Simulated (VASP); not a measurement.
# BaZrO3 (Pm-3m) in VASP: further runs, part 2 of 3

VASP 6.6.1. The steps go on from the part before.

**3. Single point, r2SCAN**

This run uses another cell than the first one, of 13.98 Å³/atom.

Contents of POSCAR:

```
BaZrO3
1.0
    4.1190723400      0.0000000000      0.0000000000
    0.0000000000      4.1190723400      0.0000000000
    0.0000000000      0.0000000000      4.1190723400
Ba Zr O
1 1 3
Direct
    0.0000000000      0.0000000000      0.0000000000
    0.5000000000      0.5000000000      0.5000000000
    0.0000000000      0.5000000000      0.5000000000
    0.5000000000      0.0000000000      0.5000000000
    0.5000000000      0.5000000000      0.0000000000
```

Contents of INCAR.step1:

```
PREC = Accurate
ENCUT = 520
ISMEAR = -1
SIGMA = 0.02
LREAL = F
LASPH = T
NELM = 80
NBANDS = 28
GGA = PE
ALGO = Normal
EDIFF = 1E-4
LWAVE = T
LCHARG = F
```

Contents of INCAR.step2:

```
PREC = Accurate
ENCUT = 520
EDIFF = 1E-7
ISMEAR = -1
SIGMA = 0.02
LREAL = F
LASPH = T
NELM = 80
ALGO = Normal
ISIF = 2
LWAVE = F
LCHARG = T
METAGGA = R2SCAN
LMIXTAU = T
LELF = T
LVHAR = T
NBANDS = 28
ISTART = 1
```

Contents of KPOINTS:

```
regular mesh
0
Gamma
  8 8 8
```

Potentials or basis: VASP PAW PBE potentials, release 64 (Ba_sv, Zr_sv, O).

The run is started by

```
cat potpaw_PBE.64/Ba_sv/POTCAR potpaw_PBE.64/Zr_sv/POTCAR potpaw_PBE.64/O/POTCAR > POTCAR
cp INCAR.step1 INCAR
mpirun -np 1 vasp_std > vasp.out
cp INCAR.step2 INCAR
mpirun -np 1 vasp_std > vasp.out
```

OUTCAR:

```text
PREC = Accurate
   ENCUT = 520
   EDIFF = 1E-7
   ISMEAR = -1
   LREAL = F
   LASPH = T
   NELM = 80
   ISIF = 2
   METAGGA = R2SCAN
   ISTART = 1

 ion  position               nearest neighbor table
   1  0.000  0.000  0.000-   3 2.91   4 2.91   5 2.91   3 2.91   4 2.91   3 2.91   5 2.91   3 2.91
                             4 2.91   5 2.91   4 2.91   5 2.91   2 3.57   2 3.57   2 3.57   2 3.57
   2  0.500  0.500  0.500-   3 2.06   4 2.06   5 2.06   5 2.06   4 2.06   3 2.06   1 3.57   1 3.57
                             1 3.57   1 3.57   1 3.57   1 3.57   1 3.57   1 3.57
   3  0.000  0.500  0.500-   2 2.06   2 2.06   1 2.91   1 2.91   1 2.91   1 2.91
   4  0.500  0.000  0.500-   2 2.06   2 2.06   1 2.91   1 2.91   1 2.91   1 2.91
   5  0.500  0.500  0.000-   2 2.06   2 2.06   1 2.91   1 2.91   1 2.91   1 2.91

  LATTYP: Found a simple cubic cell.
 ALAT       =     4.1190723400

  Lattice vectors:

 A1 = (   4.1190723400,   0.0000000000,   0.0000000000)
 A2 = (   0.0000000000,   4.1190723400,   0.0000000000)
 A3 = (   0.0000000000,   0.0000000000,   4.1190723400)

Analysis of symmetry for initial positions (statically):
=====================================================================
 Subroutine PRICEL returns:
 Original cell was already a primitive cell.

 Routine SETGRP: Setting up the symmetry group for a
 simple cubic supercell.

 Subroutine GETGRP returns: Found 48 space group operations
 (whereof 48 operations were pure point group operations)
 out of a pool of 48 trial point group operations.

The static configuration has the point symmetry O_h .

Analysis of symmetry for dynamics (positions and initial velocities):
=====================================================================
 Subroutine PRICEL returns:
 Original cell was already a primitive cell.

 Routine SETGRP: Setting up the symmetry group for a
 simple cubic supercell.

 Subroutine GETGRP returns: Found 48 space group operations
 (whereof 48 operations were pure point group operations)
 out of a pool of 48 trial point group operations.

The dynamic configuration has the point symmetry O_h .

 Subroutine INISYM returns: Found 48 space group operations
 (whereof 48 operations are pure point group operations),
 and found     1 'primitive' translations

----------------------------------------------------------------------------------------

                                     Primitive cell

  volume of cell :      69.8873

  direct lattice vectors                    reciprocal lattice vectors
     4.119072340  0.000000000  0.000000000     0.242773109  0.000000000  0.000000000
     0.000000000  4.119072340  0.000000000     0.000000000  0.242773109  0.000000000
     0.000000000  0.000000000  4.119072340     0.000000000  0.000000000  0.242773109

  length of vectors
     4.119072340  4.119072340  4.119072340     0.242773109  0.242773109  0.242773109

  position of ions in fractional coordinates (direct lattice)
     0.000000000  0.000000000  0.000000000
     0.500000000  0.500000000  0.500000000
     0.000000000  0.500000000  0.500000000
     0.500000000  0.000000000  0.500000000
     0.500000000  0.500000000  0.000000000

  ion indices of the primitive-cell ions
   primitive index   ion index
                 1           1
                 2           2
[... 31 lines left out ...]
            Coordinates               Weight
  0.000000  0.000000  0.000000      1.000000
  0.125000  0.000000  0.000000      6.000000
  0.250000  0.000000  0.000000      6.000000
  0.375000  0.000000  0.000000      6.000000
  0.500000  0.000000  0.000000      3.000000
  0.125000  0.125000  0.000000     12.000000
[... 16 lines left out ...]
  0.375000  0.375000  0.125000     24.000000
  0.500000  0.375000  0.125000     24.000000
 [... further k-points ...]
   k-points           NKPTS =     35   k-points in BZ     NKDIM =     35   number of bands    NBANDS=     28
   number of dos      NEDOS =    301   number of ions     NIONS =      5
   total plane-waves  NPLWV =  32768
   dimension x,y,z NGX =    32 NGY =   32 NGZ =   32
   dimension x,y,z NGXF=    64 NGYF=   64 NGZF=   64
   ions per type =               1   1   3
   NGX,Y,Z   is equivalent  to a cutoff of  12.92, 12.92, 12.92 a.u.
   NGXF,Y,Z  is equivalent  to a cutoff of  25.83, 25.83, 25.83 a.u.
 SYSTEM =  unknown system
   PREC   = accura    normal or accurate (medium, high low for compatibility)
   ISTART =      1    job   : 0-new  1-cont  2-samecut
   ICHARG =      0    charge: 1-file 2-atom 10-const
   ISPIN  =      1    spin polarized calculation?
   LNONCOLLINEAR =      F non collinear calculations
   LSORBIT =      F    spin-orbit coupling
   LASPH  =      T    aspherical Exc in radial PAW
   ENCUT  =  520.0 eV  38.22 Ry    6.18 a.u.   7.66  7.66  7.66*2*pi/ulx,y,z
   NELM   =     80;   NELMIN=  2; NELMDL=  0     # of ELM steps
   EDIFF  = 0.1E-06   stopping-criterion for ELM
   LREAL  =      F    real-space projection
   EDIFFG = 0.1E-05   stopping-criterion for IOM
   NSW    =      0    number of steps for IOM
   IBRION =     -1    ionic relax: 0-MD 1-quasi-New 2-CG
   NFREE  =      0    steps in history (QN), initial steepest desc. (CG)
   ISIF   =      2    stress and relaxation
   ISYM   =      2    0-nonsym 1-usesym 2-fastsym
   POTIM  = 0.5000    time-step for ionic-motion
   TEBEG  =    0.0;   TEEND  =   0.0 temperature during run
   PSTRESS=    0.0 pullay stress
   NELECT =      40.0000    total number of electrons
   NUPDOWN=      -1.0000    fix difference up-down
   EMIN   =  10.00;   EMAX   =-10.00  energy-range for DOS
   EFERMI =   0.00;   METHOD = LEGACY
   ISMEAR =    -1;   SIGMA  =   0.02  broadening in eV -4-tet -1-fermi 0-gaus
   EFERMI_NEDOS =   21; number of points for ismear=-14 and -15
   IALGO  =     38    algorithm
   IMIX   =      4    mixing-type and parameters
     AMIX     =   0.40;   BMIX     =  1.00
     AMIX_MAG =   1.60;   BMIX_MAG =  1.00
  volume/ion in A,a.u.               =      13.98        94.32
  Fermi-wavevector in a.u.,A,eV,Ry     =   1.359238  2.568587 25.137132  1.847527
  Thomas-Fermi vector in A             =   2.486003
   LORBIT       =      0    0 simple, 1 ext, 2 COOP (PROOUT), +10 PAW based schemes
   METAGGA = R2SCAN    functional components
   LHFCALC =     F    Hartree Fock is set to
   AEXX    =    0.0000 exact exchange contribution
   IVDW    =     0    specifies the selected vdW correction
   LEPSILON=     F    determine dielectric tensor
   LRPA    =     F    only Hartree local field effects (RPA)
 non-spin polarized calculation
  energy-cutoff  :      520.00
  volume of cell :       69.89
 maximum number of plane-waves:      1924
 NGX is ok and might be reduce to    32
   NGX = 15   NGY = 15   NGZ = 15

 number of electron      40.0000022 magnetization

 Free energy of the ion-electron system (eV)
  ---------------------------------------------------
  ext. energy  EPLUGINS =         0.00000000
  ---------------------------------------------------
  free energy    TOTEN  =       -84.91532573 eV

  energy without entropy =      -84.91532573  energy(sigma->0) =      -84.91532573

 E-fermi :   4.2760     XC(G=0): -11.6777

 val. band max:        3.8644277292   @ k =   0.5000   0.5000   0.5000
 cond. band min:       7.6912609744   @ k =   0.0000   0.0000   0.0000
 fundamental gap:      3.8268332452
 Fermi energy:         4.2759502677

 k-point     1 :       0.0000    0.0000    0.0000
  band No.  band energies     occupation
      1     -44.3000      2.00000
      2     -21.9776      2.00000
      3     -21.8222      2.00000
      4     -21.8222      2.00000
      5     -21.8222      2.00000
      6     -13.5584      2.00000
[... 733 lines left out ...]
     27      13.3585      0.00000
     28      13.9680      0.00000

 [... further k-points ...]

------------------------ aborting loop because EDIFF is reached ----------------------------------------

  FORCE on cell =-STRESS in cart. coord.  units (eV):
  Direction    XX          YY          ZZ          XY          YZ          ZX
  --------------------------------------------------------------------------------------
  -------------------------------------------------------------------------------------
  Total        5.6394747      5.6394747      5.6394747      0.0000000      0.0000000     -0.0000000
  in kB      129.2858455    129.2858455    129.2858455      0.0000000      0.0000000     -0.0000000
  external PRESSURE =     129.2858455 kB  Pullay stress =       0.0000000 kB

 VOLUME and BASIS-vectors are now :
 -----------------------------------------------------------------------------
  energy-cutoff  :      520.00
  volume of cell :       69.89
      direct lattice vectors                 reciprocal lattice vectors
     4.119072340  0.000000000  0.000000000     0.242773109  0.000000000  0.000000000
     0.000000000  4.119072340  0.000000000     0.000000000  0.242773109  0.000000000
     0.000000000  0.000000000  4.119072340     0.000000000  0.000000000  0.242773109

 POSITION                                       TOTAL-FORCE (eV/Angst)
 -----------------------------------------------------------------------------------
      0.00000      0.00000      0.00000         0.000000      0.000000      0.000000
      2.05954      2.05954      2.05954         0.000000      0.000000      0.000000
      0.00000      2.05954      2.05954         0.000000      0.000000      0.000000
      2.05954      0.00000      2.05954         0.000000      0.000000      0.000000
      2.05954      2.05954      0.00000         0.000000      0.000000      0.000000
 -----------------------------------------------------------------------------------
    total drift:                                0.000000     -0.000000     -0.000000

  FREE ENERGIE OF THE ION-ELECTRON SYSTEM (eV)
  ---------------------------------------------------
  free  energy   TOTEN  =       -84.9153257286 eV

  energy  without entropy=      -84.9153257285  energy(sigma->0) =      -84.91532573
```

Wall time 2.5 min (1 thread of Intel Xeon Platinum 8259CL at 2.50GHz (Skylake/Cascade Lake), shared host); peak memory 0.23 GiB.

What came out:

```yaml
Free_energy: -84.9153 eV
Pressure: 12.9 GPa
Band_gap_on_the_k_mesh: 3.83 eV (least direct gap 4.00 eV)
```

Caveat: the cell stands under pressure; the PAW data sets were made with another functional, which shifts forces and pressure a little; spin-orbit coupling is left out, which moves the levels of the heavy elements. r2SCAN opens gaps a little over a GGA but as a rule still falls short of measured ones.

**4. Single point, r2SCAN**

This run uses another cell than the first one, of 14.27 Å³/atom.

Edit POSCAR of step 3 so:

```diff
@@ -2,5 +2,5 @@
 1.0
-    4.1190723400      0.0000000000      0.0000000000
-    0.0000000000      4.1190723400      0.0000000000
-    0.0000000000      0.0000000000      4.1190723400
+    4.1480808400      0.0000000000      0.0000000000
+    0.0000000000      4.1480808400      0.0000000000
+    0.0000000000      0.0000000000      4.1480808400
 Ba Zr O
```

Contents of INCAR.step1:

```
SYSTEM = BaZrO3
ALGO = Normal ; EDIFF = 1E-4
ENCUT = 520 ; GGA = PE
ISMEAR = -1 ; LASPH = .True.
LCHARG = .False. ; LREAL = .False.
LWAVE = .True. ; NBANDS = 28
NELM = 80 ; PREC = Accurate
SIGMA = 0.02
```

Contents of INCAR.step2:

```
SYSTEM = BaZrO3
ALGO = Normal ; EDIFF = 1E-6
ENCUT = 520 ; ISIF = 2
ISMEAR = -1 ; ISTART = 1
LASPH = .True. ; LCHARG = .True.
LELF = .True. ; LMIXTAU = .True.
LREAL = .False. ; LVHAR = .True.
LWAVE = .False. ; METAGGA = R2SCAN
NBANDS = 28 ; NELM = 80
PREC = Accurate ; SIGMA = 0.02
```

Contents of KPOINTS:

```
k-points
0
Gamma
  8 8 8
  0 0 0
```

Potentials or basis: VASP PAW PBE potentials, release 64 (Ba_sv, Zr_sv, O).

The run is started by

```
cat potpaw_PBE.64/Ba_sv/POTCAR potpaw_PBE.64/Zr_sv/POTCAR potpaw_PBE.64/O/POTCAR > POTCAR
cp INCAR.step1 INCAR
mpirun -np 1 vasp_std > vasp.out
cp INCAR.step2 INCAR
mpirun -np 1 vasp_std > vasp.out
```

OUTCAR:

```text
SYSTEM = BaZrO3
   EDIFF = 1E-6
   ENCUT = 520
   ISIF = 2
   ISMEAR = -1
   ISTART = 1
   LASPH = .True.
   LREAL = .False.
   METAGGA = R2SCAN
   NELM = 80
   PREC = Accurate

 ion  position               nearest neighbor table
   1  0.000  0.000  0.000-   3 2.93   4 2.93   5 2.93   3 2.93   4 2.93   3 2.93   5 2.93   3 2.93
                             4 2.93   5 2.93   4 2.93   5 2.93   2 3.59   2 3.59   2 3.59   2 3.59
   2  0.500  0.500  0.500-   3 2.07   4 2.07   5 2.07   5 2.07   4 2.07   3 2.07   1 3.59   1 3.59
                             1 3.59   1 3.59   1 3.59   1 3.59   1 3.59   1 3.59
[... 951 lines left out ...]
  -------------------------------------------------------------------------------------
  Total        3.8015588      3.8015588      3.8015588     -0.0000000     -0.0000000     -0.0000000
  in kB       85.3356822     85.3356822     85.3356822     -0.0000000     -0.0000000     -0.0000000
  external PRESSURE =      85.3356822 kB  Pullay stress =       0.0000000 kB

 VOLUME and BASIS-vectors are now :
 -----------------------------------------------------------------------------
  energy-cutoff  :      520.00
  volume of cell :       71.37
      direct lattice vectors                 reciprocal lattice vectors
     4.148080840  0.000000000  0.000000000     0.241075340  0.000000000  0.000000000
     0.000000000  4.148080840  0.000000000     0.000000000  0.241075340  0.000000000
     0.000000000  0.000000000  4.148080840     0.000000000  0.000000000  0.241075340

 POSITION                                       TOTAL-FORCE (eV/Angst)
 -----------------------------------------------------------------------------------
      0.00000      0.00000      0.00000         0.000000      0.000000      0.000000
      2.07404      2.07404      2.07404         0.000000      0.000000      0.000000
      0.00000      2.07404      2.07404         0.000000      0.000000      0.000000
      2.07404      0.00000      2.07404         0.000000      0.000000      0.000000
      2.07404      2.07404      0.00000         0.000000      0.000000      0.000000
 -----------------------------------------------------------------------------------
    total drift:                                0.000000     -0.000000     -0.000000

  FREE ENERGIE OF THE ION-ELECTRON SYSTEM (eV)
  ---------------------------------------------------
  free  energy   TOTEN  =       -85.0161675116 eV

  energy  without entropy=      -85.0161675116  energy(sigma->0) =      -85.01616751
```

OUTCAR.step1:

```text
SYSTEM = BaZrO3
   EDIFF = 1E-4
   ENCUT = 520
   GGA = PE
   ISMEAR = -1
   LASPH = .True.
[... 978 lines left out ...]
      0.00000      2.07404      2.07404         0.000000      0.000000      0.000000
      2.07404      0.00000      2.07404         0.000000      0.000000      0.000000
      2.07404      2.07404      0.00000         0.000000      0.000000      0.000000
 -----------------------------------------------------------------------------------
    total drift:                                0.000000     -0.000000     -0.000000

  FREE ENERGIE OF THE ION-ELECTRON SYSTEM (eV)
  ---------------------------------------------------
  free  energy   TOTEN  =       -41.5730833007 eV

  energy  without entropy=      -41.5730833007  energy(sigma->0) =      -41.57308330
```

Wall time 2.1 min (1 thread of Intel Xeon Platinum 8259CL at 2.50GHz (Skylake/Cascade Lake), shared host); peak memory 0.23 GiB.

What came out:

| Quantity | Value |
| --- | --- |
| Free energy | -85.0162 eV |
| Pressure | 8.5 GPa |
| Band gap on the k mesh | 3.78 eV (least direct gap 3.98 eV) |

Levels at points of the mesh, in eV from the valence-band top:
```
           k point  band 16  band 17  band 18  band 19  band 20  band 21  band 22  band 23  band 24  band 25
(0.00, 0.00, 0.00)    -1.06    -1.06    -0.21    -0.21    -0.21     3.78     3.78     3.78     5.21     5.21
(0.50, 0.00, 0.00)    -1.77    -1.77    -1.77    -0.43    -0.43     4.25     6.45     6.45     7.09     7.47
(0.50, 0.50, 0.00)    -2.49    -0.94    -0.94    -0.74    -0.08     6.41     6.41     7.18     7.34     8.54
(0.50, 0.50, 0.50)    -2.57    -2.57     0.00     0.00     0.00     6.75     6.75     6.75     7.84     7.84
```

Caveat: the cell stands under pressure; the PAW data sets were made with another functional, which shifts forces and pressure a little; spin-orbit coupling is left out, which moves the levels of the heavy elements.

(Part 2 of 3 ends here.)
